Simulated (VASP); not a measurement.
# Cs2SnI6 (Fm-3m) in VASP: notebook, part 2 of 2

VASP 6.6.1. The steps go on from the part before.

## 3. Electric field gradients, PBE

File INCAR:

```
SYSTEM = Cs2SnI6
PREC = Accurate
ENCUT = 400
EDIFF = 1E-8
ISMEAR = -1
SIGMA = 0.02
LREAL = .FALSE.
LASPH = .TRUE.
NELM = 120
ALGO = Normal
ISIF = 2
LWAVE = .FALSE.
LCHARG = .FALSE.
GGA = PE
LEFG = .TRUE.
NBANDS = 47
GGA_COMPAT = .FALSE.
```

File KPOINTS:

```
regular mesh
0
G
  5 5 5
  0 0 0
```

File POSCAR:

```
Cs2SnI6
1.0
    0.0000000000      5.8150000000      5.8150000000
    5.8150000000      0.0000000000      5.8150000000
    5.8150000000      5.8150000000      0.0000000000
Cs Sn I
2 1 6
Direct
    0.2500000000      0.2500000000      0.2500000000
    0.7500000000      0.7500000000      0.7500000000
    0.0000000000      0.0000000000      0.0000000000
    0.7550000000      0.2450000000      0.2450000000
    0.2450000000      0.7550000000      0.2450000000
    0.2450000000      0.7550000000      0.7550000000
    0.7550000000      0.2450000000      0.7550000000
    0.2450000000      0.2450000000      0.7550000000
    0.7550000000      0.7550000000      0.2450000000
```

Potentials or basis: VASP PAW PBE potentials, release 64 (Cs_sv, Sn_d, I).

Launch:

```sh
$ cat potpaw_PBE.64/Cs_sv/POTCAR potpaw_PBE.64/Sn_d/POTCAR potpaw_PBE.64/I/POTCAR > POTCAR
$ mpirun -np 1 vasp_std > vasp.out
```

OUTCAR:

```text
SYSTEM = Cs2SnI6
   PREC = Accurate
   ENCUT = 400
   EDIFF = 1E-8
   ISMEAR = -1
   LREAL = .FALSE.
   LASPH = .TRUE.
   NELM = 120
   ISIF = 2
   GGA = PE

 ion  position               nearest neighbor table
   1  0.250  0.250  0.250-
   2  0.750  0.750  0.750-
   3  0.000  0.000  0.000-   4 2.85   5 2.85   6 2.85   7 2.85   8 2.85   9 2.85
   4  0.755  0.245  0.245-   3 2.85
   5  0.245  0.755  0.245-   3 2.85
   6  0.245  0.755  0.755-   3 2.85
   7  0.755  0.245  0.755-   3 2.85
   8  0.245  0.245  0.755-   3 2.85
   9  0.755  0.755  0.245-   3 2.85

  LATTYP: Found a face centered cubic cell.
 ALAT       =    11.6300000000

  Lattice vectors:

 A1 = (   0.0000000000,   5.8150000000,   5.8150000000)
 A2 = (   5.8150000000,   0.0000000000,   5.8150000000)
 A3 = (   5.8150000000,   5.8150000000,   0.0000000000)

Analysis of symmetry for initial positions (statically):
=====================================================================
 Subroutine PRICEL returns:
 Original cell was already a primitive cell.

 Routine SETGRP: Setting up the symmetry group for a
[... 710 lines left out ...]

  energy  without entropy=      -22.8156539368  energy(sigma->0) =      -22.81570655

 Electric field gradients (V/A^2)
---------------------------------------------------------------------
 ion       V_xx      V_yy      V_zz      V_xy      V_xz      V_yz
---------------------------------------------------------------------
   1       0.000     0.000    -0.000    -0.001    -0.001    -0.001
   2       0.000     0.000    -0.000    -0.001    -0.001    -0.001
   3      -0.000    -0.000    -0.000     0.002     0.002     0.002
   4     548.570  -274.285  -274.285    -0.000    -0.000    -0.000
   5    -274.285   548.570  -274.285    -0.000    -0.000    -0.000
   6     548.570  -274.285  -274.285    -0.000    -0.000    -0.000
   7    -274.285   548.570  -274.285    -0.000    -0.000    -0.000
   8    -274.285  -274.285   548.570    -0.000    -0.000    -0.000
   9    -274.285  -274.285   548.570    -0.000    -0.000    -0.000
---------------------------------------------------------------------

 Electric field gradients after diagonalization (V/A^2)
 (convention: |V_zz| > |V_xx| > |V_yy|)
----------------------------------------------------------------------
 ion       V_xx      V_yy      V_zz     asymmetry (V_yy - V_xx)/ V_zz
----------------------------------------------------------------------
   1       0.001     0.001    -0.002       0.000
   2       0.001     0.001    -0.002       0.000
   3      -0.002    -0.002     0.005       0.000
   4    -274.285  -274.285   548.570       0.000
   5    -274.285  -274.285   548.570       0.000
   6    -274.285  -274.285   548.570       0.000
   7    -274.285  -274.285   548.570       0.000
   8    -274.285  -274.285   548.570       0.000
   9    -274.285  -274.285   548.570       0.000
----------------------------------------------------------------------

           NMR quadrupolar parameters

 Cq : quadrupolar parameter    Cq=e*Q*V_zz/h
 eta: asymmetry parameters     (V_yy - V_xx)/ V_zz
 Q  : nuclear electric quadrupole moment in mb (millibarn)
----------------------------------------------------------------------
 ion       Cq(MHz)       eta       Q (mb)
----------------------------------------------------------------------
   1      -0.000       0.000       1.000
   2      -0.000       0.000       1.000
   3       0.000       0.000       1.000
   4       1.326       0.000       1.000
   5       1.326       0.000       1.000
   6       1.326       0.000       1.000
   7       1.326       0.000       1.000
   8       1.326       0.000       1.000
   9       1.326       0.000       1.000
----------------------------------------------------------------------
```

OSZICAR:

```text
N       E                     dE             d eps       ncg     rms          rms(c)
DAV:   1     0.522179803418E+03    0.52218E+03   -0.25485E+04   956   0.112E+03
DAV:   2     0.367555012699E+02   -0.48542E+03   -0.47084E+03  1137   0.243E+02
DAV:   3    -0.211502552068E+02   -0.57906E+02   -0.57621E+02  1092   0.101E+02
DAV:   4    -0.232286977495E+02   -0.20784E+01   -0.20747E+01  1185   0.238E+01
DAV:   5    -0.233064704954E+02   -0.77773E-01   -0.77751E-01  1361   0.421E+00    0.747E+00
DAV:   6    -0.228676601178E+02    0.43881E+00   -0.63291E-01  1251   0.531E+00    0.523E+00
DAV:   7    -0.228126745575E+02    0.54986E-01   -0.49492E-01  1352   0.280E+00    0.127E+00
DAV:   8    -0.228130336780E+02   -0.35912E-03   -0.38666E-02  1250   0.122E+00    0.641E-01
DAV:   9    -0.228154350154E+02   -0.24013E-02   -0.53381E-03  1102   0.315E-01    0.106E-01
DAV:  10    -0.228155372357E+02   -0.10222E-03   -0.27654E-04  1184   0.660E-02    0.510E-02
DAV:  11    -0.228157361592E+02   -0.19892E-03   -0.21503E-04  1125   0.662E-02    0.144E-02
DAV:  12    -0.228157554840E+02   -0.19325E-04   -0.23424E-05  1130   0.224E-02    0.120E-02
DAV:  13    -0.228157587509E+02   -0.32669E-05   -0.61030E-06  1052   0.885E-03    0.229E-03
DAV:  14    -0.228157588802E+02   -0.12935E-06   -0.43132E-07  1192   0.235E-03    0.119E-03
DAV:  15    -0.228157590922E+02   -0.21199E-06   -0.27801E-07  1052   0.158E-03    0.481E-04
DAV:  16    -0.228157591223E+02   -0.30079E-07   -0.81475E-09   843   0.599E-04    0.249E-04
DAV:  17    -0.228157591503E+02   -0.27999E-07   -0.37554E-09   733   0.274E-04    0.144E-04
DAV:  18    -0.228157591546E+02   -0.42719E-08   -0.68732E-10   631   0.119E-04
   1 F= -.22815759E+02 E0= -.22815707E+02  d E =-.105218E-03
```

stdout:

```text
POSCAR found type information on POSCAR CsSnI
 POSCAR found :  3 types and       9 ions
 scaLAPACK will be used
 LDA part: xc-table for (Slater+PW92), standard interpolation
 POSCAR, INCAR and KPOINTS ok, starting setup
 FFT: planning ... GRIDC
 FFT: planning ... GRID_SOFT
 FFT: planning ... GRID
 WAVECAR not read
 entering main loop
ion   1

ion   2

ion   3

ion   4

ion   5

ion   6

ion   7

ion   8

ion   9
```

Wall time 2.7 min (1 thread of Intel Xeon Platinum 8488C (Sapphire Rapids), shared host); peak memory 0.45 GiB.

What came out:

```
Free energy                             : -22.8158 eV
Pressure                                : 1.6 GPa
Largest force                           : 0.311 eV/Å
Band gap on the k mesh                  : 0.18 eV
Largest electric field gradient by atom : Cs -0.0; Sn +0.0; I +548.6 V/Å²
```

Forces on the atoms (eV/Å):
```
Cs   0.000  0.000  0.000
Cs   0.000  0.000  0.000
Sn   0.000  0.000  0.000
I    0.311  0.000  0.000
I    0.000  0.311  0.000
I   -0.311  0.000  0.000
I    0.000 -0.311  0.000
I    0.000  0.000  0.311
I    0.000  0.000 -0.311
```

Levels at points of the mesh, in eV from the valence-band top:
| k point | band 33 | band 34 | band 35 | band 36 | band 37 | band 38 | band 39 | band 40 | band 41 | band 42 |
| --- | --- | --- | --- | --- | --- | --- | --- | --- | --- | --- |
| (0.00, 0.00, 0.00) | -0.48 | -0.48 | 0.00 | 0.00 | 0.00 | 0.18 | 4.06 | 4.06 | 4.06 | 4.15 |

Electric field gradients, principal values (V/Å²):
```
atom     least    middle  greatest (by size)
1 Cs     0.001     0.001              -0.002
2 Cs     0.001     0.001              -0.002
3 Sn    -0.002    -0.002               0.005
 4 I  -274.285  -274.285             548.570
 5 I  -274.285  -274.285             548.570
 6 I  -274.285  -274.285             548.570
 7 I  -274.285  -274.285             548.570
 8 I  -274.285  -274.285             548.570
 9 I  -274.285  -274.285             548.570
```

Caveat: without QUAD_EFG the Cq values of the log hold for a quadrupole moment of 1 mb, not for the nuclei; spin-orbit coupling is left out, which moves the levels of the heavy elements; an odd mesh through Γ misses points on the zone boundary, where band edges can lie.
